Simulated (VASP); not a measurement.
# Al3Se2 (P-62m) in VASP: single point with PBE

Aim: the single point of Al3Se2 with PBE.

All numbers are computed with VASP 6.6.1; they aren't measurements. Logs are shortened: lines on timing, memory, paths and dates and some standing lists are left out, and cuts for length are marked.

### Step 1. The cell of the first run

It takes space group P-62m (No. 189, hexagonal). Conventional cell: a = 5.821 Å, b = 5.821 Å, c = 3.544 Å, α = 90.00°, β = 90.00°, γ = 120.00°. Within 3.6 Å of Al (site symmetry m2m) lie 4 Se at 2.74 Å and 4 Al at 2.87 to 3.54 Å. Se (site symmetry -6) has 6 Al at 2.74 Å and 5 Se at 3.36 to 3.54 Å within 3.6 Å.

### Step 2. Single point, PBE

INCAR

```
  PREC = Accurate
  ENCUT = 520
  EDIFF = 1E-7
  ISMEAR = 0
  SIGMA = 0.1
  LREAL = False
  LASPH = True
  NELM = 60
  ALGO = Normal
  ISIF = 2
  LWAVE = False
  LCHARG = False
  GGA = PE
  NBANDS = 18
```

KPOINTS

```
regular mesh
0
Gamma
  6 6 10
```

POSCAR

```
Al3Se2
1.0
    5.8209782285      0.0000000000      0.0000000000
   -2.9104891143      5.0411150208      0.0000000000
    0.0000000000      0.0000000000      3.5438544172
Al Se
3 2
Direct
    0.2850233967      0.0000000000      0.0000000000
    0.0000000000      0.2850233967      0.0000000000
    0.7149766033      0.7149766033      0.0000000000
    0.6666666667      0.3333333333      0.5000000000
    0.3333333333      0.6666666667      0.5000000000
```

Potentials or basis: VASP PAW PBE potentials, release 64 (Al, Se).

Command:

```bash
cat potpaw_PBE.64/Al/POTCAR potpaw_PBE.64/Se/POTCAR > POTCAR
mpirun -np 1 vasp_std > vasp.out
```

OUTCAR:

```text
PREC = Accurate
   ENCUT = 520
   EDIFF = 1E-7
   ISMEAR = 0
   LREAL = False
   LASPH = True
   NELM = 60
   ISIF = 2
   GGA = PE

 ion  position               nearest neighbor table
   1  0.285  0.000  0.000-   5 2.74   5 2.74   4 2.74   4 2.74   3 2.87   2 2.87
   2  0.000  0.285  0.000-   4 2.74   4 2.74   5 2.74   5 2.74   1 2.87   3 2.87
   3  0.715  0.715  0.000-   5 2.74   5 2.74   4 2.74   4 2.74   1 2.87   2 2.87
   4  0.667  0.333  0.500-   2 2.74   2 2.74   1 2.74   1 2.74   3 2.74   3 2.74
   5  0.333  0.667  0.500-   1 2.74   1 2.74   2 2.74   2 2.74   3 2.74   3 2.74

  LATTYP: Found a hexagonal cell.
 ALAT       =     5.8209782285
 C/A-ratio  =     0.6088073650

  Lattice vectors:

 A1 = (   5.8209782285,   0.0000000000,   0.0000000000)
 A2 = (  -2.9104891143,   5.0411150208,   0.0000000000)
 A3 = (   0.0000000000,   0.0000000000,   3.5438544172)

Analysis of symmetry for initial positions (statically):
=====================================================================
 Subroutine PRICEL returns:
 Original cell was already a primitive cell.

 Routine SETGRP: Setting up the symmetry group for a
 hexagonal supercell.

 Subroutine GETGRP returns: Found 12 space group operations
 (whereof 12 operations were pure point group operations)
 out of a pool of 24 trial point group operations.

The static configuration has the point symmetry D_3h.

Analysis of symmetry for dynamics (positions and initial velocities):
=====================================================================
 Subroutine PRICEL returns:
 Original cell was already a primitive cell.

 Routine SETGRP: Setting up the symmetry group for a
 hexagonal supercell.

 Subroutine GETGRP returns: Found 12 space group operations
 (whereof 12 operations were pure point group operations)
 out of a pool of 24 trial point group operations.

The dynamic configuration has the point symmetry D_3h.

 Subroutine INISYM returns: Found 12 space group operations
 (whereof 12 operations are pure point group operations),
 and found     1 'primitive' translations

----------------------------------------------------------------------------------------

                                     Primitive cell

  volume of cell :     103.9916

  direct lattice vectors                    reciprocal lattice vectors
     5.820978228  0.000000000  0.000000000     0.171792431  0.099184406  0.000000000
    -2.910489114  5.041115021  0.000000000     0.000000000  0.198368812  0.000000000
     0.000000000  0.000000000  3.543854417     0.000000000  0.000000000  0.282178634

  length of vectors
     5.820978228  5.820978229  3.543854417     0.198368812  0.198368812  0.282178634

  position of ions in fractional coordinates (direct lattice)
     0.285023397  0.000000000  0.000000000
     0.000000000  0.285023397  0.000000000
     0.714976603  0.714976603  0.000000000
     0.666666667  0.333333333  0.500000000
     0.333333333  0.666666667  0.500000000

  ion indices of the primitive-cell ions
   primitive index   ion index
                 1           1
                 2           2
                 3           3
                 4           4
                 5           5

----------------------------------------------------------------------------------------

 KPOINTS: regular mesh

Automatic generation of k-mesh.
 Grid dimensions read from file:
 generate k-points for:    6    6   10

 Generating k-lattice:

  Cartesian coordinates                     Fractional coordinates (reciprocal lattice)
     0.028632072  0.016530734  0.000000000     0.166666667  0.000000000  0.000000000
     0.000000000  0.033061469  0.000000000     0.000000000  0.166666667  0.000000000
     0.000000000  0.000000000  0.028217863     0.000000000  0.000000000  0.100000000

  Length of vectors
     0.033061469  0.033061469  0.028217863

  Shift w.r.t. Gamma in fractional coordinates (k-lattice)
     0.000000000  0.000000000  0.000000000

 Subroutine IBZKPT returns following result:
 ===========================================

 Found     42 irreducible k-points:

 Following reciprocal coordinates:
            Coordinates               Weight
  0.000000  0.000000  0.000000      1.000000
  0.166667 -0.000000  0.000000      6.000000
  0.333333  0.000000  0.000000      6.000000
  0.500000  0.000000  0.000000      3.000000
  0.166667  0.166667  0.000000      6.000000
  0.333333  0.166667  0.000000     12.000000
[... 16 lines left out ...]
  0.166667 -0.000000  0.300000     12.000000
  0.333333  0.000000  0.300000     12.000000
 [... further k-points ...]
   k-points           NKPTS =     42   k-points in BZ     NKDIM =     42   number of bands    NBANDS=     18
   number of dos      NEDOS =    301   number of ions     NIONS =      5
   total plane-waves  NPLWV =  64512
   dimension x,y,z NGX =    48 NGY =   48 NGZ =   28
   dimension x,y,z NGXF=    96 NGYF=   96 NGZF=   56
   ions per type =               3   2
   NGX,Y,Z   is equivalent  to a cutoff of  13.71, 13.71, 13.14 a.u.
   NGXF,Y,Z  is equivalent  to a cutoff of  27.42, 27.42, 26.27 a.u.
 SYSTEM =  unknown system
   PREC   = accura    normal or accurate (medium, high low for compatibility)
   ISTART =      0    job   : 0-new  1-cont  2-samecut
   ICHARG =      2    charge: 1-file 2-atom 10-const
   ISPIN  =      1    spin polarized calculation?
   LNONCOLLINEAR =      F non collinear calculations
   LSORBIT =      F    spin-orbit coupling
   LASPH  =      T    aspherical Exc in radial PAW
   ENCUT  =  520.0 eV  38.22 Ry    6.18 a.u.  10.82 10.82  6.59*2*pi/ulx,y,z
   NELM   =     60;   NELMIN=  2; NELMDL= -5     # of ELM steps
   EDIFF  = 0.1E-06   stopping-criterion for ELM
   LREAL  =      F    real-space projection
   EDIFFG = 0.1E-05   stopping-criterion for IOM
   NSW    =      0    number of steps for IOM
   IBRION =     -1    ionic relax: 0-MD 1-quasi-New 2-CG
   NFREE  =      0    steps in history (QN), initial steepest desc. (CG)
   ISIF   =      2    stress and relaxation
   ISYM   =      2    0-nonsym 1-usesym 2-fastsym
   POTIM  = 0.5000    time-step for ionic-motion
   TEBEG  =    0.0;   TEEND  =   0.0 temperature during run
   PSTRESS=    0.0 pullay stress
   NELECT =      21.0000    total number of electrons
   NUPDOWN=      -1.0000    fix difference up-down
   EMIN   =  10.00;   EMAX   =-10.00  energy-range for DOS
   EFERMI =   0.00;   METHOD = LEGACY
   ISMEAR =     0;   SIGMA  =   0.10  broadening in eV -4-tet -1-fermi 0-gaus
   EFERMI_NEDOS =   21; number of points for ismear=-14 and -15
   IALGO  =     38    algorithm
   IMIX   =      4    mixing-type and parameters
     AMIX     =   0.40;   BMIX     =  1.00
     AMIX_MAG =   1.60;   BMIX_MAG =  1.00
  volume/ion in A,a.u.               =      20.80       140.35
  Fermi-wavevector in a.u.,A,eV,Ry     =   0.960466  1.815017 12.551293  0.922494
  Thomas-Fermi vector in A             =   2.089752
   LORBIT       =      0    0 simple, 1 ext, 2 COOP (PROOUT), +10 PAW based schemes
   GGA     = PE    functional components
   LHFCALC =     F    Hartree Fock is set to
   AEXX    =    0.0000 exact exchange contribution
   IVDW    =     0    specifies the selected vdW correction
   LEPSILON=     F    determine dielectric tensor
   LRPA    =     F    only Hartree local field effects (RPA)
 non-spin polarized calculation
 Gauss-broadening in eV      SIGMA  =   0.10
  energy-cutoff  :      520.00
  volume of cell :      103.99
 maximum number of plane-waves:      2832
 NGX is ok and might be reduce to    48
   NGX = 21   NGY = 21   NGZ = 13

 number of electron      21.0000001 magnetization

 Free energy of the ion-electron system (eV)
  ---------------------------------------------------
  ext. energy  EPLUGINS =         0.00000000
  ---------------------------------------------------
  free energy    TOTEN  =       -18.61033008 eV

  energy without entropy =      -18.60030167  energy(sigma->0) =      -18.60531587

 E-fermi :   6.0326     XC(G=0):  -9.6637

 val. band max:        6.0244712559   @ k =   0.3333   0.0000   0.2000
 cond. band min:       6.0593559908   @ k =   0.3333   0.1667   0.2000
 fundamental gap:      0.0348847350
 Fermi energy:         6.0326461645

 k-point     1 :       0.0000    0.0000    0.0000
  band No.  band energies     occupation
      1      -9.1010      2.00000
      2      -7.5029      2.00000
      3      -0.5839      2.00000
      4      -0.5839      2.00000
      5       0.2411      2.00000
      6       1.2502      2.00000
[... 10 lines left out ...]
     17      10.8640      0.00000
     18      10.8640      0.00000

 k-point     2 :       0.1667   -0.0000    0.0000
  band No.  band energies     occupation
      1      -9.0216      2.00000
      2      -7.6215      2.00000
      3      -0.9596      2.00000
      4      -0.6921      2.00000
      5       0.1656      2.00000
      6       1.6810      2.00000
[... 10 lines left out ...]
     17      10.8530      0.00000
     18      11.3184      0.00000

 k-point     3 :       0.3333    0.0000    0.0000
  band No.  band energies     occupation
      1      -8.8090      2.00000
      2      -7.9088      2.00000
      3      -1.5203      2.00000
      4      -0.9678      2.00000
      5       0.8539      2.00000
      6       2.5314      2.00000
[... 10 lines left out ...]
     17      10.7372      0.00000
     18      11.1082      0.00000

 k-point     4 :       0.5000    0.0000    0.0000
  band No.  band energies     occupation
      1      -8.6280      2.00000
      2      -8.1255      2.00000
      3      -1.7361      2.00000
      4      -1.0808      2.00000
      5       1.5915      2.00000
      6       2.8844      2.00000
[... 375 lines left out ...]
      4       0.2529      2.00000
      5       0.2529      2.00000
      6       1.6127      2.00000
[... 10 lines left out ...]
     17      10.6452      0.00000
     18      13.1096      0.00000

 k-point    23 :       0.1667   -0.0000    0.3000
  band No.  band energies     occupation
      1      -8.4631      2.00000
      2      -7.1828      2.00000
      3      -1.3199      2.00000
      4       0.0263      2.00000
      5       0.1796      2.00000
      6       1.4063      2.00000
[... 10 lines left out ...]
     17      11.1992      0.00000
     18      12.5189      0.00000

 k-point    24 :       0.3333    0.0000    0.3000
  band No.  band energies     occupation
      1      -8.2685      2.00000
      2      -7.4424      2.00000
      3      -1.0812      2.00000
      4      -0.3255      2.00000
      5      -0.0871      2.00000
      6       0.9905      2.00000
[... 10 lines left out ...]
     17      10.8429      0.00000
     18      11.4471      0.00000

 [... further k-points ...]
[... 5 lines left out ...]
  --------------------------------------------------------------------------------------
  -------------------------------------------------------------------------------------
  Total        0.0130243      0.0130243      0.0213848     -0.0000000     -0.0000000      0.0000000
  in kB        0.2006633      0.2006633      0.3294712     -0.0000000     -0.0000000      0.0000000
  external PRESSURE =       0.2435992 kB  Pullay stress =       0.0000000 kB

 VOLUME and BASIS-vectors are now :
 -----------------------------------------------------------------------------
  energy-cutoff  :      520.00
  volume of cell :      103.99
      direct lattice vectors                 reciprocal lattice vectors
     5.820978228  0.000000000  0.000000000     0.171792431  0.099184406  0.000000000
    -2.910489114  5.041115021  0.000000000     0.000000000  0.198368812  0.000000000
     0.000000000  0.000000000  3.543854417     0.000000000  0.000000000  0.282178634

 POSITION                                       TOTAL-FORCE (eV/Angst)
 -----------------------------------------------------------------------------------
      1.65911      0.00000      0.00000        -0.004766      0.000000      0.000000
     -0.82956      1.43684      0.00000         0.002383     -0.004127     -0.000000
      2.08093      3.60428      0.00000         0.002383      0.004127      0.000000
      2.91049      1.68037      1.77193        -0.000000      0.000000      0.000000
     -0.00000      3.36074      1.77193        -0.000000      0.000000      0.000000
 -----------------------------------------------------------------------------------
    total drift:                               -0.000000     -0.000000      0.000000

  FREE ENERGIE OF THE ION-ELECTRON SYSTEM (eV)
  ---------------------------------------------------
  free  energy   TOTEN  =       -18.6103300767 eV

  energy  without entropy=      -18.6003016652  energy(sigma->0) =      -18.60531587
```

It took 56 s on 1 thread of Intel Xeon Platinum 8259CL at 2.50GHz (Skylake/Cascade Lake), shared host; peak memory 0.27 GiB.

What came out:

```yaml
Free_energy: -18.6103 eV
Pressure: 0.0 GPa
Largest_force: 0.005 eV/Å
```

Forces on the atoms (eV/Å):
```
Al  -0.005  0.000  0.000
Al   0.002 -0.004  0.000
Al   0.002  0.004  0.000
Se   0.000  0.000  0.000
Se   0.000  0.000  0.000
```
